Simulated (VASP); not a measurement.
# Ti (Im-3m) in VASP: single point with PBE

Aim: the single point of Ti with PBE.

Program: VASP 6.6.1. These are calculated values, not measurements. Logs are shortened: lines on timing, memory, paths and dates and some standing lists are left out, and cuts for length are marked.

## Step 1: The cell of the first run

It takes space group Im-3m (No. 229, cubic). Conventional cell: a = 3.256 Å, b = 3.256 Å, c = 3.256 Å, α = 90.00°, β = 90.00°, γ = 90.00°. Within 3.7 Å of Ti (site symmetry m-3m) lie 14 Ti at 2.82 to 3.26 Å.

## Step 2: Single point, PBE

The input, INCAR:

```
SYSTEM = Ti
ALGO = Normal
EDIFF = 1E-6
ENCUT = 520
GGA = PE
ISIF = 2
ISMEAR = 0
LASPH = .True.
LCHARG = .False.
LREAL = .False.
LWAVE = .False.
NBANDS = 12
NELM = 100
PREC = Accurate
SIGMA = 0.05
```

The input, KPOINTS:

```
k-points
0
Gamma
  18 18 18
  0 0 0
```

The input, POSCAR:

```
Ti
1.0
   -1.6279408702      1.6279408702      1.6279408702
    1.6279408702     -1.6279408702      1.6279408702
    1.6279408702      1.6279408702     -1.6279408702
Ti
1
Direct
    0.0000000000      0.0000000000      0.0000000000
```

Potentials or basis: VASP PAW PBE potentials, release 64 (Ti_sv).

On the command line:

```sh
$ cat potpaw_PBE.64/Ti_sv/POTCAR > POTCAR
$ mpirun -np 1 vasp_std > vasp.out
```

OUTCAR:

```text
SYSTEM = Ti
   EDIFF = 1E-6
   ENCUT = 520
   GGA = PE
   ISIF = 2
   ISMEAR = 0
   LASPH = .True.
   LREAL = .False.
   NELM = 100
   PREC = Accurate

 ion  position               nearest neighbor table
   1  0.000  0.000  0.000-

  LATTYP: Found a body centered cubic cell.
 ALAT       =     3.2558817404

  Lattice vectors:

 A1 = (  -1.6279408702,   1.6279408702,   1.6279408702)
 A2 = (   1.6279408702,  -1.6279408702,   1.6279408702)
 A3 = (   1.6279408702,   1.6279408702,  -1.6279408702)

Analysis of symmetry for initial positions (statically):
=====================================================================
 Subroutine PRICEL returns:
 Original cell was already a primitive cell.

 Routine SETGRP: Setting up the symmetry group for a
 body centered cubic supercell.

 Subroutine GETGRP returns: Found 48 space group operations
 (whereof 48 operations were pure point group operations)
 out of a pool of 48 trial point group operations.

The static configuration has the point symmetry O_h .

Analysis of symmetry for dynamics (positions and initial velocities):
=====================================================================
 Subroutine PRICEL returns:
 Original cell was already a primitive cell.

 Routine SETGRP: Setting up the symmetry group for a
 body centered cubic supercell.

 Subroutine GETGRP returns: Found 48 space group operations
 (whereof 48 operations were pure point group operations)
 out of a pool of 48 trial point group operations.

The dynamic configuration has the point symmetry O_h .

 Subroutine INISYM returns: Found 48 space group operations
 (whereof 48 operations are pure point group operations),
 and found     1 'primitive' translations

----------------------------------------------------------------------------------------

                                     Primitive cell

  volume of cell :      17.2574

  direct lattice vectors                    reciprocal lattice vectors
    -1.627940870  1.627940870  1.627940870     0.000000000  0.307136462  0.307136462
     1.627940870 -1.627940870  1.627940870     0.307136462  0.000000000  0.307136462
     1.627940870  1.627940870 -1.627940870     0.307136462  0.307136462  0.000000000

  length of vectors
     2.819676299  2.819676299  2.819676299     0.434356551  0.434356551  0.434356551

  position of ions in fractional coordinates (direct lattice)
     0.000000000  0.000000000  0.000000000

  ion indices of the primitive-cell ions
   primitive index   ion index
                 1           1

----------------------------------------------------------------------------------------

 KPOINTS: k-points

Automatic generation of k-mesh.
 Grid dimensions read from file:
 generate k-points for:   18   18   18

 Generating k-lattice:

  Cartesian coordinates                     Fractional coordinates (reciprocal lattice)
     0.000000000  0.017063137  0.017063137     0.055555556  0.000000000  0.000000000
     0.017063137  0.000000000  0.017063137     0.000000000  0.055555556  0.000000000
     0.017063137  0.017063137  0.000000000     0.000000000  0.000000000  0.055555556

  Length of vectors
     0.024130919  0.024130919  0.024130919

  Shift w.r.t. Gamma in fractional coordinates (k-lattice)
     0.000000000  0.000000000  0.000000000

 Subroutine IBZKPT returns following result:
 ===========================================

 Found    195 irreducible k-points:

 Following reciprocal coordinates:
            Coordinates               Weight
  0.000000  0.000000  0.000000      1.000000
  0.055556  0.000000  0.000000     12.000000
  0.111111  0.000000  0.000000     12.000000
  0.166667  0.000000  0.000000     12.000000
  0.222222  0.000000  0.000000     12.000000
  0.277778  0.000000  0.000000     12.000000
[... 16 lines left out ...]
  0.333333  0.111111  0.000000     48.000000
  0.388889  0.111111  0.000000     48.000000
 [... further k-points ...]
   k-points           NKPTS =    195   k-points in BZ     NKDIM =    195   number of bands    NBANDS=     12
   number of dos      NEDOS =    301   number of ions     NIONS =      1
   total plane-waves  NPLWV =  13824
   dimension x,y,z NGX =    24 NGY =   24 NGZ =   24
   dimension x,y,z NGXF=    48 NGYF=   48 NGZF=   48
   ions per type =               1
   NGX,Y,Z   is equivalent  to a cutoff of  14.15, 14.15, 14.15 a.u.
   NGXF,Y,Z  is equivalent  to a cutoff of  28.30, 28.30, 28.30 a.u.
 SYSTEM =  Ti
   PREC   = accura    normal or accurate (medium, high low for compatibility)
   ISTART =      0    job   : 0-new  1-cont  2-samecut
   ICHARG =      2    charge: 1-file 2-atom 10-const
   ISPIN  =      1    spin polarized calculation?
   LNONCOLLINEAR =      F non collinear calculations
   LSORBIT =      F    spin-orbit coupling
   LASPH  =      T    aspherical Exc in radial PAW
   ENCUT  =  520.0 eV  38.22 Ry    6.18 a.u.   5.24  5.24  5.24*2*pi/ulx,y,z
   NELM   =    100;   NELMIN=  2; NELMDL= -5     # of ELM steps
   EDIFF  = 0.1E-05   stopping-criterion for ELM
   LREAL  =      F    real-space projection
   EDIFFG = 0.1E-04   stopping-criterion for IOM
   NSW    =      0    number of steps for IOM
   IBRION =     -1    ionic relax: 0-MD 1-quasi-New 2-CG
   NFREE  =      0    steps in history (QN), initial steepest desc. (CG)
   ISIF   =      2    stress and relaxation
   ISYM   =      2    0-nonsym 1-usesym 2-fastsym
   POTIM  = 0.5000    time-step for ionic-motion
   TEBEG  =    0.0;   TEEND  =   0.0 temperature during run
   PSTRESS=    0.0 pullay stress
   NELECT =      12.0000    total number of electrons
   NUPDOWN=      -1.0000    fix difference up-down
   EMIN   =  10.00;   EMAX   =-10.00  energy-range for DOS
   EFERMI =   0.00;   METHOD = LEGACY
   ISMEAR =     0;   SIGMA  =   0.05  broadening in eV -4-tet -1-fermi 0-gaus
   EFERMI_NEDOS =   21; number of points for ismear=-14 and -15
   IALGO  =     38    algorithm
   IMIX   =      4    mixing-type and parameters
     AMIX     =   0.40;   BMIX     =  1.00
     AMIX_MAG =   1.60;   BMIX_MAG =  1.00
  volume/ion in A,a.u.               =      17.26       116.46
  Fermi-wavevector in a.u.,A,eV,Ry     =   1.450363  2.740788 28.620562  2.103552
  Thomas-Fermi vector in A             =   2.567983
   LORBIT       =      0    0 simple, 1 ext, 2 COOP (PROOUT), +10 PAW based schemes
   GGA     = PE    functional components
   LHFCALC =     F    Hartree Fock is set to
   AEXX    =    0.0000 exact exchange contribution
   IVDW    =     0    specifies the selected vdW correction
   LEPSILON=     F    determine dielectric tensor
   LRPA    =     F    only Hartree local field effects (RPA)
 non-spin polarized calculation
 Gauss-broadening in eV      SIGMA  =   0.05
  energy-cutoff  :      520.00
  volume of cell :       17.26
 maximum number of plane-waves:       478
 NGX is ok and might be reduce to    24
   NGX = 11   NGY = 11   NGZ = 11

 number of electron      11.9999997 magnetization

 Free energy of the ion-electron system (eV)
  ---------------------------------------------------
  ext. energy  EPLUGINS =         0.00000000
  ---------------------------------------------------
  free energy    TOTEN  =        -7.72640544 eV

  energy without entropy =       -7.72360956  energy(sigma->0) =       -7.72500750

 E-fermi :   8.1532     XC(G=0): -11.5246

 val. band max:        8.1458794202   @ k =  -0.3889  -0.4444   0.1111
 cond. band min:       8.1597024409   @ k =   0.2778   0.0556   0.0000
 fundamental gap:      0.0138230208
 Fermi energy:         8.1531633973

 k-point     1 :       0.0000    0.0000    0.0000
  band No.  band energies     occupation
      1     -48.3729      2.00000
      2     -24.2216      2.00000
      3     -24.2216      2.00000
      4     -24.2216      2.00000
      5       2.1850      2.00000
      6       9.1427      0.00000
      7       9.1427      0.00000
      8       9.1427      0.00000
      9      10.9128      0.00000
     10      10.9128      0.00000
     11      25.6104      0.00000
     12      25.6104      0.00000

 k-point     2 :       0.0556    0.0000    0.0000
  band No.  band energies     occupation
      1     -48.3688      2.00000
      2     -24.2431      2.00000
      3     -24.2282      2.00000
      4     -24.2217      2.00000
      5       2.2916      2.00000
      6       9.0938      0.00000
      7       9.1298      0.00000
      8       9.2202      0.00000
      9      10.8547      0.00000
     10      10.9156      0.00000
     11      25.4485      0.00000
     12      25.6023      0.00000

 k-point     3 :       0.1111    0.0000    0.0000
  band No.  band energies     occupation
      1     -48.3573      2.00000
      2     -24.3049      2.00000
      3     -24.2472      2.00000
      4     -24.2221      2.00000
      5       2.6039      2.00000
      6       8.9558      0.00000
      7       9.0727      0.00000
      8       9.4481      0.00000
      9      10.7216      0.00000
     10      10.9261      0.00000
     11      24.9322      0.00000
     12      25.4903      0.00000
[... 286 lines left out ...]
 k-point    23 :       0.3333    0.1111    0.0000
  band No.  band energies     occupation
      1     -48.2493      2.00000
      2     -24.8147      2.00000
      3     -24.4324      2.00000
      4     -24.2542      2.00000
      5       5.7278      2.00000
      6       7.8831      2.00000
      7       8.4062      0.00000
      8      10.7639      0.00000
      9      11.2978      0.00000
     10      12.3317      0.00000
     11      18.3959      0.00000
     12      21.6543      0.00000

 k-point    24 :       0.3889    0.1111    0.0000
  band No.  band energies     occupation
      1     -48.2382      2.00000
      2     -24.8629      2.00000
      3     -24.4553      2.00000
      4     -24.2550      2.00000
      5       5.9059      2.00000
      6       7.7963      2.00000
      7       8.6842      0.00000
      8      10.8332      0.00000
      9      11.3811      0.00000
     10      12.7758      0.00000
     11      17.3411      0.00000
     12      21.2982      0.00000

 [... further k-points ...]
[... 5 lines left out ...]
  --------------------------------------------------------------------------------------
  -------------------------------------------------------------------------------------
  Total       -0.0284855     -0.0284855     -0.0284855     -0.0000000      0.0000000     -0.0000000
  in kB       -2.6445875     -2.6445875     -2.6445875     -0.0000000      0.0000000     -0.0000000
  external PRESSURE =      -2.6445875 kB  Pullay stress =       0.0000000 kB

 VOLUME and BASIS-vectors are now :
 -----------------------------------------------------------------------------
  energy-cutoff  :      520.00
  volume of cell :       17.26
      direct lattice vectors                 reciprocal lattice vectors
    -1.627940870  1.627940870  1.627940870     0.000000000  0.307136462  0.307136462
     1.627940870 -1.627940870  1.627940870     0.307136462  0.000000000  0.307136462
     1.627940870  1.627940870 -1.627940870     0.307136462  0.307136462  0.000000000

 POSITION                                       TOTAL-FORCE (eV/Angst)
 -----------------------------------------------------------------------------------
      0.00000      0.00000      0.00000         0.000000      0.000000      0.000000
 -----------------------------------------------------------------------------------
    total drift:                                0.000000      0.000000      0.000000

  FREE ENERGIE OF THE ION-ELECTRON SYSTEM (eV)
  ---------------------------------------------------
  free  energy   TOTEN  =        -7.7264054445 eV

  energy  without entropy=       -7.7236095611  energy(sigma->0) =       -7.72500750
```

Wall time 17 s (1 thread of Intel Xeon Platinum 8375C at 2.90GHz (Ice Lake), shared host); peak memory 0.16 GiB.

Results:

| Property | Result |
| --- | --- |
| Free energy | -7.7264 eV |
| Pressure | -0.3 GPa |
| Band gap on the k mesh | zero (band 6 reaches 9.14 eV, above the bottom of band 7 at 7.56 eV) |

Levels at points of the mesh, in eV from the Fermi level:
| k point | band 2 | band 3 | band 4 | band 5 | band 6 | band 7 | band 8 | band 9 | band 10 | band 11 |
| --- | --- | --- | --- | --- | --- | --- | --- | --- | --- | --- |
| (0.00, 0.00, 0.00) | -32.37 | -32.37 | -32.37 | -5.97 | 0.99 | 0.99 | 0.99 | 2.76 | 2.76 | 17.46 |
| (0.50, 0.00, 0.00) | -33.06 | -32.59 | -32.38 | -2.47 | -0.40 | 1.16 | 2.75 | 3.10 | 4.29 | 8.83 |
| (0.50, 0.50, 0.50) | -32.85 | -32.85 | -32.85 | -2.13 | -2.13 | 3.94 | 3.94 | 3.94 | 8.43 | 8.43 |
